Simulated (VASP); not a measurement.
# ZnS in VASP: a series of runs, part 2 of 2

VASP 6.6.1. Earlier steps stand in the parts before.

### 4 Single point, PBE (strain -0.015 along x and y, -0.015 along z)

Input file INCAR:

```
SYSTEM = ZnS
  PREC = Accurate
  ENCUT = 520
  EDIFF = 1E-7
  ISMEAR = 0
  SIGMA = 0.05
  LREAL = .FALSE.
  LASPH = .TRUE.
  NELM = 80
  ALGO = Normal
  ISIF = 2
  LWAVE = .FALSE.
  LCHARG = .FALSE.
  GGA = PE
  NBANDS = 16
```

Input file KPOINTS:

```
Automatic mesh
0
G
  8 8 8
  0 0 0
```

Input file POSCAR:

```
ZnS
1.0
    0.0000000000      2.6807405248      2.6807405248
    2.6807405248      0.0000000000      2.6807405248
    2.6807405248      2.6807405248      0.0000000000
Zn S
1 1
Direct
    0.0000000000      0.0000000000      0.0000000000
    0.7500000000      0.7500000000      0.7500000000
```

Potentials or basis: VASP PAW PBE potentials, release 64 (Zn, S).

Started as:

```sh
$ cat potpaw_PBE.64/Zn/POTCAR potpaw_PBE.64/S/POTCAR > POTCAR
$ mpirun -np 1 vasp_std > vasp.out
```

OUTCAR:

```text
SYSTEM = ZnS
   PREC = Accurate
   ENCUT = 520
   EDIFF = 1E-7
   ISMEAR = 0
   LREAL = .FALSE.
   LASPH = .TRUE.
   NELM = 80
   ISIF = 2
   GGA = PE

 ion  position               nearest neighbor table
   1  0.000  0.000  0.000-   2 2.32   2 2.32   2 2.32   2 2.32
   2  0.750  0.750  0.750-   1 2.32   1 2.32   1 2.32   1 2.32

  LATTYP: Found a face centered cubic cell.
 ALAT       =     5.3614810496

  Lattice vectors:

 A1 = (   0.0000000000,   2.6807405248,   2.6807405248)
 A2 = (   2.6807405248,   0.0000000000,   2.6807405248)
 A3 = (   2.6807405248,   2.6807405248,   0.0000000000)

Analysis of symmetry for initial positions (statically):
[... 5 lines left out ...]
 face centered cubic supercell.

 Subroutine GETGRP returns: Found 24 space group operations
 (whereof 24 operations were pure point group operations)
 out of a pool of 48 trial point group operations.

The static configuration has the point symmetry T_d .

Analysis of symmetry for dynamics (positions and initial velocities):
[... 5 lines left out ...]
 face centered cubic supercell.

 Subroutine GETGRP returns: Found 24 space group operations
 (whereof 24 operations were pure point group operations)
[... 144 lines left out ...]
  ext. energy  EPLUGINS =         0.00000000
  ---------------------------------------------------
  free energy    TOTEN  =        -6.83134701 eV

  energy without entropy =       -6.83134701  energy(sigma->0) =       -6.83134701

 E-fermi :   2.6166     XC(G=0):  -9.7419

 val. band max:        2.3310985567   @ k =   0.0000   0.0000   0.0000
 cond. band min:       4.5503936109   @ k =   0.0000   0.0000   0.0000
 fundamental gap:      2.2192950542
 Fermi energy:         2.6166404600

 k-point     1 :       0.0000    0.0000    0.0000
  band No.  band energies     occupation
      1     -10.9774      2.00000
      2      -4.1052      2.00000
      3      -4.1052      2.00000
      4      -4.1052      2.00000
      5      -3.5784      2.00000
      6      -3.5784      2.00000
[... 433 lines left out ...]
      3      -3.9121      2.00000
      4      -3.6405      2.00000
      5      -3.5658      2.00000
      6      -3.2969      2.00000
[... 8 lines left out ...]
     15      15.8846      0.00000
     16      16.7030      0.00000

 [... further k-points ...]
[... 5 lines left out ...]
  --------------------------------------------------------------------------------------
  -------------------------------------------------------------------------------------
  Total        0.8858839      0.8858839      0.8858839      0.0000000     -0.0000000      0.0000000
  in kB       36.8377474     36.8377474     36.8377474      0.0000000     -0.0000000      0.0000000
  external PRESSURE =      36.8377474 kB  Pullay stress =       0.0000000 kB

 VOLUME and BASIS-vectors are now :
 -----------------------------------------------------------------------------
  energy-cutoff  :      520.00
  volume of cell :       38.53
      direct lattice vectors                 reciprocal lattice vectors
     0.000000000  2.680740525  2.680740525    -0.186515627  0.186515627  0.186515627
     2.680740525  0.000000000  2.680740525     0.186515627 -0.186515627  0.186515627
     2.680740525  2.680740525  0.000000000     0.186515627  0.186515627 -0.186515627

 POSITION                                       TOTAL-FORCE (eV/Angst)
 -----------------------------------------------------------------------------------
      0.00000      0.00000      0.00000         0.000000     -0.000000     -0.000000
      4.02111      4.02111      4.02111         0.000000      0.000000      0.000000
 -----------------------------------------------------------------------------------
    total drift:                               -0.000001     -0.000001     -0.000001

  FREE ENERGIE OF THE ION-ELECTRON SYSTEM (eV)
  ---------------------------------------------------
  free  energy   TOTEN  =        -6.8313470110 eV

  energy  without entropy=       -6.8313470110  energy(sigma->0) =       -6.83134701
```

OSZICAR:

```text
N       E                     dE             d eps       ncg     rms          rms(c)
DAV:   1     0.884567859429E+02    0.88457E+02   -0.90193E+03   928   0.137E+03
DAV:   2    -0.140234620375E+01   -0.89859E+02   -0.83800E+02  1056   0.258E+02
DAV:   3    -0.719743169932E+01   -0.57951E+01   -0.57684E+01  1160   0.639E+01
DAV:   4    -0.725927923599E+01   -0.61848E-01   -0.61834E-01  1160   0.695E+00
DAV:   5    -0.725998771674E+01   -0.70848E-03   -0.70845E-03  1120   0.711E-01    0.719E+00
DAV:   6    -0.685299795166E+01    0.40699E+00   -0.73676E-01  1376   0.304E+01    0.559E+00
DAV:   7    -0.683171940200E+01    0.21279E-01   -0.25730E-01  1120   0.464E+00    0.281E+00
DAV:   8    -0.683098188969E+01    0.73751E-03   -0.53415E-03  1208   0.962E-01    0.739E-01
DAV:   9    -0.683118859876E+01   -0.20671E-03   -0.13091E-03  1096   0.286E-01    0.947E-02
DAV:  10    -0.683135387534E+01   -0.16528E-03   -0.22875E-04  1080   0.113E-01    0.354E-02
DAV:  11    -0.683134633700E+01    0.75383E-05   -0.29596E-05  1136   0.462E-02    0.792E-03
DAV:  12    -0.683134669519E+01   -0.35819E-06   -0.29077E-06  1176   0.141E-02    0.378E-03
DAV:  13    -0.683134707788E+01   -0.38269E-06   -0.68662E-07  1120   0.514E-03    0.240E-03
DAV:  14    -0.683134701105E+01    0.66826E-07   -0.38975E-08   984   0.368E-03
   1 F= -.68313470E+01 E0= -.68313470E+01  d E =-.113319E-17
```

stdout:

```text
POSCAR found type information on POSCAR ZnS
 POSCAR found :  2 types and       2 ions
 scaLAPACK will be used
 LDA part: xc-table for (Slater+PW92), standard interpolation
 POSCAR, INCAR and KPOINTS ok, starting setup
 FFT: planning ... GRIDC
 FFT: planning ... GRID_SOFT
 FFT: planning ... GRID
 WAVECAR not read
 entering main loop
```

Run time: 8.8 s. Hardware: 1 thread of Intel Xeon 6975P-C (Granite Rapids), shared host; peak memory 0.15 GiB.

Results:

- Free energy: -6.8313 eV
- Pressure: 3.7 GPa
- Band gap on the k mesh: 2.22 eV, direct

Levels at points of the mesh, in eV from the valence-band top:
```
           k point  band 6  band 7  band 8  band 9  band 10  band 11  band 12  band 13
(0.00, 0.00, 0.00)   -5.91    0.00    0.00    0.00     2.22     6.38     6.38     6.38
(0.50, 0.00, 0.00)   -5.70   -5.45   -0.90   -0.90     3.36     6.91     6.91     8.97
(0.50, 0.50, 0.00)   -5.68   -4.65   -2.31   -2.31     3.35     4.07    11.15    12.13
```

Caveat: the cell differs from its parent crystal (strain -0.015 along x and y, -0.015 along z).

### 5 The runs side by side

```tsv
cell	gap on the mesh (eV)	pressure (GPa)
a = 3.936, b = 3.936, c = 3.964 Å, angles 59.8, 59.8, 60.5°, 2 atoms	1.67	-4.2
a = 3.733 Å, angles 60.0°, 2 atoms	2.43	8.0
a = 3.791 Å, angles 60.0°, 2 atoms	2.22	3.7
```

Alike in all rows: task single point; level PBE; potentials or basis VASP PAW PBE potentials, release 64 (Zn, S); no spin polarisation; k mesh 8 × 8 × 8; cutoff (eV) 520; smearing gaussian 0.05 eV.

Absolute energies hang on the potentials; compare differences alone.
